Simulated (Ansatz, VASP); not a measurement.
**One calculation of Cu, two programs**

File INCAR:

```
  ALGO = Fast
  EDIFF = 1E-6
  ENCUT = 520
  GGA = PS
  ISIF = 2
  ISMEAR = 0
  LASPH = T
  LCHARG = F
  LREAL = F
  LWAVE = F
  NBANDS = 54
  NELM = 80
  PREC = Accurate
  SIGMA = 0.15
```

File KPOINTS:

```
k-points
0
Gamma
  12 12 12
```

File POSCAR:

```
Cu
1.0
    3.6150000000      0.0000000000      3.6150000000
    0.0000000000     -3.6150000000      3.6150000000
    3.6150000000     -3.6150000000      0.0000000000
Cu
8
Direct
    0.0165975104      0.0165975104      0.4834024896
    0.0000000000      0.5000000000      0.5000000000
    0.5000000000      0.0000000000      0.5000000000
    0.5000000000      0.5000000000      0.5000000000
    0.0000000000      0.0000000000      0.0000000000
    0.0000000000      0.5000000000      0.0000000000
    0.5000000000      0.0000000000      0.0000000000
    0.5000000000      0.5000000000      0.0000000000
```

Input for Ansatz:

```yaml
crystal:
  lattice:
    - [3.615, 0.0, 3.615]
    - [0.0, -3.615, 3.615]
    - [3.615, -3.615, 0.0]
  atoms:
    - { symbol: Cu, position: [0.0165975104, 0.0165975104, 0.4834024896] }
    - { symbol: Cu, position: [0.0, 0.5, 0.5] }
    - { symbol: Cu, position: [0.5, 0.0, 0.5] }
    - { symbol: Cu, position: [0.5, 0.5, 0.5] }
    - { symbol: Cu, position: [0.0, 0.0, 0.0] }
    - { symbol: Cu, position: [0.0, 0.5, 0.0] }
    - { symbol: Cu, position: [0.5, 0.0, 0.0] }
    - { symbol: Cu, position: [0.5, 0.5, 0.0] }
basis:
  ecutwfc: 420
kpoints:
  mp_grid: { grid: [12, 12, 12] }
hamiltonian:
  xc: pbesol
scf:
  occupations: { method: gaussian, width: 0.15 }
output:
  forces: true
  stress: true
  eigenvalues: true
```

Alike in both runs: task single point; functional PBEsol; k mesh 12 × 12 × 12; occupations gaussian, width 0.15 eV; no spin polarisation.

|  | VASP | Ansatz |
| --- | --- | --- |
| version | VASP 6.6.1 | Ansatz 0.2.0 |
| potentials or method | VASP PAW PBE potentials, release 64 (Cu), cutoff 520 eV | scalar-relativistic, plane waves, PAW |
| valence electrons in the cell | 88 | 152 |

```tsv
	VASP	Ansatz	Ansatz less VASP
gap on the k mesh at the Fermi level (eV)	none	none	-
pressure (GPa)	-5.4	-6.2	-0.77
rms of the force components (eV/Å)	0.197	0.196	-0.0009
```

VASP's potentials were made for PBE, not for PBEsol. Atom by atom the forces differ by 0.001 eV/Å (rms over components). A gap of «none» marks a metal or a gap that the smearing closes. VASP's potentials hold 88 valence electrons a cell and Ansatz's 152, so a difference there can come from the potentials and not from the codes.
